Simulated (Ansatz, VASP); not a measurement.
Two plane-wave programs on KTaO3

INCAR

```
SYSTEM = KTaO3
ALGO = Normal ; EDIFF = 1E-6
ENCUT = 520 ; GGA = PE
ISIF = 2 ; ISMEAR = 0
LASPH = .TRUE. ; LCHARG = .FALSE.
LREAL = .FALSE. ; LWAVE = .FALSE.
NBANDS = 27 ; NELM = 100
PREC = Accurate ; SIGMA = 0.02
```

KPOINTS

```
k-points
0
G
  8 8 8
  0 0 0
```

The input POSCAR:

```
KTaO3
1.0
    4.0243806743      0.0000000000      0.0000000000
    0.0000000000      4.0243806743      0.0000000000
    0.0000000000      0.0000000000      4.0243806743
K Ta O
1 1 3
Direct
    0.5000000000      0.5000000000      0.5000000000
    0.0000000000      0.0000000000      0.0000000000
    0.5000000000      0.0000000000      0.0000000000
    0.0000000000      0.5000000000      0.0000000000
    0.0000000000      0.0000000000      0.5000000000
```

Input for Ansatz:

```yaml
crystal:
  lattice:
    - [4.0243806743, 0.0, 0.0]
    - [0.0, 4.0243806743, 0.0]
    - [0.0, 0.0, 4.0243806743]
  atoms:
    - { symbol: K, position: [0.5, 0.5, 0.5] }
    - { symbol: Ta, position: [0.0, 0.0, 0.0] }
    - { symbol: O, position: [0.5, 0.0, 0.0] }
    - { symbol: O, position: [0.0, 0.5, 0.0] }
    - { symbol: O, position: [0.0, 0.0, 0.5] }
basis:
  ecutwfc: 420
kpoints:
  mp_grid: { grid: [8, 8, 8] }
  band_path:
    path: [[0.0, 0.0, 0.0], [0.0, 0.5, 0.0], [0.5, 0.5, 0.0], [0.5, 0.5, 0.5]]
    npoints: 1
hamiltonian:
  xc: pbe
scf:
  occupations: { method: gaussian, width: 0.02 }
  n_extra_bands: 5
output:
  forces: true
  stress: true
  eigenvalues: true
  write_density: true
  write_potential: true
  elf: true
  volumetric_format: npy
```

Alike in both runs: task single point; functional PBE; k mesh 8 × 8 × 8; occupations gaussian, width 0.02 eV; no spin polarisation.

|  | VASP | Ansatz |
| --- | --- | --- |
| version | VASP 6.6.1 | Ansatz 0.2.0 |
| potentials or method | VASP PAW PBE potentials, release 64 (K_sv, Ta_pv, O), cutoff 520 eV | scalar-relativistic, plane waves, PAW |
| valence electrons in the cell | 38 | 40 |

|  | VASP | Ansatz | Ansatz less VASP |
| --- | --- | --- | --- |
| gap on the k mesh at the Fermi level (eV) | 2.12 | 2.16 | +0.046 |
| least direct gap on the mesh (eV) | 2.75 | 2.78 | +0.036 |
| pressure (GPa) | 0.6 | 0.0 | -0.58 |

VASP's potentials hold 38 valence electrons a cell and Ansatz's 40, so a difference there can come from the potentials and not from the codes.

Spin-orbit coupling is off throughout.
